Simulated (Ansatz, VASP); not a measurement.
## One calculation of NaInSe, two programs

```
Na In Se
1.0
     4.13922    0.00000    0.00000
     0.00000    4.13922    0.00000
     0.00000    0.00000    5.53983
Na In Se
1 1 1
Direct
  0.00000 0.00000 0.50000
  0.50000 0.50000 0.00000
  0.50000 0.50000 0.50000
```

Alike in both runs: functional PBE; k mesh 12 × 12 × 8; occupations gaussian, width 0.1 eV; no spin polarisation.

Ansatz relaxed the structure, and its values are those at the end. VASP's run is a single point on that final structure, the one shown.

|  | VASP | Ansatz |
| --- | --- | --- |
| version | VASP 6.6.1 | Ansatz 0.2.0 |
| potentials or method | VASP PAW PBE potentials, release 64 (Na_pv, In_d, Se), cutoff 520 eV | scalar-relativistic, plane waves, PAW |
| valence electrons in the cell | 26 | 38 |

|  | VASP | Ansatz | Ansatz less VASP |
| --- | --- | --- | --- |
| gap on the k mesh at the Fermi level (eV) | none | none | - |
| pressure (GPa) | 0.0 | 0.0 | 0.00 |

A gap of «none» marks a metal or a gap that the smearing closes. VASP's potentials hold 26 valence electrons a cell and Ansatz's 38, so a difference there can come from the potentials and not from the codes.
